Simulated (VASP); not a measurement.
Set up this calculation in VASP 6.6.1, as the native input.

| Quantity | Value |
| --- | --- |
| Task | single point |
| Functional | PBEsol |
| Potentials or basis | VASP PAW PBE potentials, release 64 (Tc_pv) |
| Cutoff | 520 eV |
| k mesh | 11 × 11 × 6 |
| Occupations | fermi-dirac, width 0.05 eV |
| Spin | no spin polarisation |
| Dipole correction | no |
| Further INCAR settings | ALGO = Fast; EDIFF = 1e-06; NBANDS = 20 |

The structure of Tc lies in POSCAR:

```
Tc
1.0
    2.7400000000      0.0000000000      0.0000000000
   -1.3700000000      2.3729096064      0.0000000000
    0.0000000000      0.0000000000      4.3980000000
Tc
2
Direct
    0.6499490000      0.3300850000      0.7450650000
    0.3411890000      0.6657310000      0.2615210000
```

This cell differs from its parent crystal: atoms moved at random.

The input as run:

INCAR

```
SYSTEM = Tc
  ALGO = Fast
  EDIFF = 1E-6
  ENCUT = 520
  GGA = PS
  ISIF = 2
  ISMEAR = -1
  LASPH = .True.
  LCHARG = .True.
  LELF = .True.
  LREAL = .False.
  LVHAR = .True.
  LWAVE = .False.
  NBANDS = 20
  NELM = 80
  PREC = Accurate
  SIGMA = 0.05
```

KPOINTS

```
k-points
0
Gamma
  11 11 6
  0 0 0
```

Potentials or basis: VASP PAW PBE potentials, release 64 (Tc_pv).

Command:

```bash
$ cat potpaw_PBE.64/Tc_pv/POTCAR > POTCAR
$ mpirun -np 1 vasp_std > vasp.out
```

Results of the run:

```json
{
 "Pressure": "-6.5 GPa",
 "Largest force": "0.215 eV/Å",
 "Band gap on the k mesh": "zero (band 13 reaches 14.02 eV, above the bottom of band 14 at 10.99 eV)"
}
```

Caveat: the cell differs from its parent crystal (atoms moved at random); the PAW data sets were made with another functional, which shifts forces and pressure a little.

Wall time 92 s on 1 thread of Intel(R) Xeon(R) Platinum 8559C (Emerald Rapids) (shared host), peak memory 0.27 GiB.
